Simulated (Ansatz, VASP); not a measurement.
**BN: VASP beside Ansatz**

The input INCAR:

```
ALGO = Normal
EDIFF = 1E-7
ENCUT = 520
GGA = PE
ISIF = 2
ISMEAR = -1
LASPH = T
LCHARG = F
LREAL = F
LWAVE = F
NBANDS = 16
NELM = 60
PREC = Accurate
SIGMA = 0.02
```

File KPOINTS:

```
k-points
0
Gamma
  12 12 6
```

The input POSCAR:

```
BN
1.0
    2.5948289996      0.0000000000      0.0000000000
   -1.2974144998      2.2471878321      0.0000000000
    0.0000000000      0.0000000000      4.2919716483
B N
2 2
Direct
    0.3333333333      0.6666666667     -0.0000513168
    0.6666666667      0.3333333333      0.4999486832
    0.3333333333      0.6666666667      0.3750513168
    0.6666666667      0.3333333333      0.8750513168
```

Input for Ansatz:

```yaml
crystal:
  lattice:
    - [2.5948289996, 0.0, 0.0]
    - [-1.2974144998, 2.2471878321, 0.0]
    - [0.0, 0.0, 4.2919716483]
  atoms:
    - { symbol: B, position: [0.3333333333, 0.6666666667, -5.13168e-05] }
    - { symbol: B, position: [0.6666666667, 0.3333333333, 0.4999486832] }
    - { symbol: "N", position: [0.3333333333, 0.6666666667, 0.3750513168] }
    - { symbol: "N", position: [0.6666666667, 0.3333333333, 0.8750513168] }
kpoints:
  mp_grid: { grid: [12, 12, 6] }
  band_path:
    path:
      - [0.0, 0.0, 0.0]
      - [0.5, 0.0, 0.0]
      - [0.3333333333, 0.3333333333, 0.0]
      - [0.0, 0.0, 0.5]
      - [0.5, 0.0, 0.5]
      - [0.3333333333, 0.3333333333, 0.5]
      - [0.1, 0.0, 0.0]
      - [0.0, 0.0, -0.005208]
    npoints: 1
hamiltonian:
  xc: pbe
scf:
  occupations: { method: fermi_dirac, width: 0.02 }
  n_extra_bands: 5
output:
  forces: true
  stress: true
  eigenvalues: true
```

Change from the starting cell: hydrostatic strain +2.0%.

Alike in both runs: task single point; functional PBE; k mesh 12 × 12 × 6; occupations fermi-dirac, width 0.02 eV; no spin polarisation.

|  | VASP | Ansatz |
| --- | --- | --- |
| version | VASP 6.6.1 | Ansatz 0.2.0 |
| potentials or method | VASP PAW PBE potentials, release 64 (B, N) | plane waves, PAW |
| plane-wave cutoff (eV) | 520 | 420 |
| valence electrons in the cell | 16 | 16 |

|  | VASP | Ansatz | Ansatz less VASP |
| --- | --- | --- | --- |
| gap on the k mesh at the Fermi level (eV) | 5.31 | 5.32 | +0.015 |
| pressure (GPa) | -15.9 | -16.0 | -0.09 |
| traceless stress, the component that is largest in VASP (GPa) | -0.21 | -0.17 | +0.033 |
| rms of the force components (eV/Å) | 0.005 | 0.004 | -0.0015 |

Atom by atom the forces differ by 0.002 eV/Å (rms over components).
